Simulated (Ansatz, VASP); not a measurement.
**Two plane-wave programs on TlH3S3**

File INCAR:

```
SYSTEM = TlH3S3
PREC = Accurate ; ENCUT = 910
EDIFF = 1E-6 ; ISMEAR = 0
SIGMA = 0.01 ; LREAL = .FALSE.
LASPH = .TRUE. ; NELM = 120
ALGO = Normal ; ISIF = 2
LWAVE = .FALSE. ; LCHARG = .FALSE.
GGA = PE ; NBANDS = 26
GGA_COMPAT = .FALSE. ; NELMDL = -8
```

KPOINTS

```
regular mesh
0
G
  1 1 1
  0 0 0
```

POSCAR

```
TlH3S3
1.0
   13.8200000000      0.0000000000      0.0000000000
    0.0000000000     14.1400000000      0.0000000000
    0.0000000000      0.0000000000      9.0000000000
Tl S H
1 3 3
Direct
    0.4749942100      0.5151011300      0.5000766700
    0.6502858200      0.4783635100      0.5000000000
    0.4199015900      0.6818415800      0.5000000000
    0.3547966700      0.3850990100      0.5000000000
    0.6744732300      0.5711237600      0.5003633300
    0.3256150500      0.6559342300      0.5003633300
    0.4248950800      0.3182461100      0.5003633300
```

Input for Ansatz:

```yaml
crystal:
  lattice:
    - [13.82, 0.0, 0.0]
    - [0.0, 14.14, 0.0]
    - [0.0, 0.0, 9.0]
  atoms:
    - { symbol: Tl, position: [0.47499421, 0.51510113, 0.50007667] }
    - { symbol: S, position: [0.65028582, 0.47836351, 0.5] }
    - { symbol: H, position: [0.67447323, 0.57112376, 0.50036333] }
    - { symbol: S, position: [0.41990159, 0.68184158, 0.5] }
    - { symbol: H, position: [0.32561505, 0.65593423, 0.50036333] }
    - { symbol: S, position: [0.35479667, 0.38509901, 0.5] }
    - { symbol: H, position: [0.42489508, 0.31824611, 0.50036333] }
basis:
  ecutwfc: 420
  ecutrho_ratio: 4
kpoints:
  mp_grid: { grid: [1, 1, 1] }
hamiltonian:
  xc: pbe
scf:
  occupations: { method: gaussian, width: 0.01 }
output:
  forces: true
  eigenvalues: true
  populations: true
```

Alike in both runs: task single point; functional PBE; k mesh 1 × 1 × 1; occupations gaussian, width 0.01 eV; no spin polarisation.

```csv
,VASP,Ansatz
version,VASP 6.6.1,Ansatz 0.2.0
potentials or method,"VASP PAW PBE potentials, release 64 (Tl_d, S, H_h), cutoff 910 eV","scalar-relativistic, plane waves, PAW"
valence electrons in the cell,34,34
```

|  | VASP | Ansatz | Ansatz less VASP |
| --- | --- | --- | --- |
| gap on the k mesh at the Fermi level (eV) | 2.71 | 2.70 | -0.014 |
| rms of the force components (eV/Å) | 0.057 | 0.039 | -0.0182 |

The functional is the same, so the differences come from potentials, cutoffs and numerics.

Neither program's run includes spin-orbit coupling.
